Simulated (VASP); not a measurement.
A run of VASP 6.6.1 is set up as follows.

File INCAR:

```
SYSTEM = Ga3SbN2
ALGO = Normal ; EDIFF = 1E-6
ENCUT = 520 ; GGA = PE
ISIF = 2 ; ISMEAR = 0
LASPH = .True. ; LCHARG = .True.
LELF = .True. ; LREAL = .False.
LVHAR = .True. ; LWAVE = .False.
NBANDS = 36 ; NELM = 60
PREC = Accurate ; SIGMA = 0.1
```

The input KPOINTS:

```
k-points
0
Gamma
  6 6 4
  0 0 0
```

The input POSCAR:

```
Ga3SbN2
1.0
    4.3786332900      0.0000000000      0.0000000000
   -2.1893166500      3.7920076600      0.0000000000
    0.0000000000      0.0000000000      6.7340754400
Ga Sb N
3 1 2
Direct
    0.5000000000      0.0000000000      0.0000000000
    0.0000000000      0.5000000000      0.0000000000
    0.5000000000      0.5000000000      0.0000000000
    0.0000000000      0.0000000000      0.5000000000
    0.0000000000      0.0000000000      0.2759329900
    0.0000000000      0.0000000000      0.7240670100
```

Potentials or basis: VASP PAW PBE potentials, release 64 (Ga_d, Sb, N).

Launch:

```sh
$ cat potpaw_PBE.64/Ga_d/POTCAR potpaw_PBE.64/Sb/POTCAR potpaw_PBE.64/N/POTCAR > POTCAR
$ mpirun -np 1 vasp_std > vasp.out
```

(1) Estimate the largest force.

(2) Estimate the pressure.

## Answers

(1) 30.351 eV/Å.

(2) 67.0 GPa.

Caveat: the cell stands under pressure; forces of over 1 eV/Å act on the atoms, so gaps and moduli don't describe the material at rest.
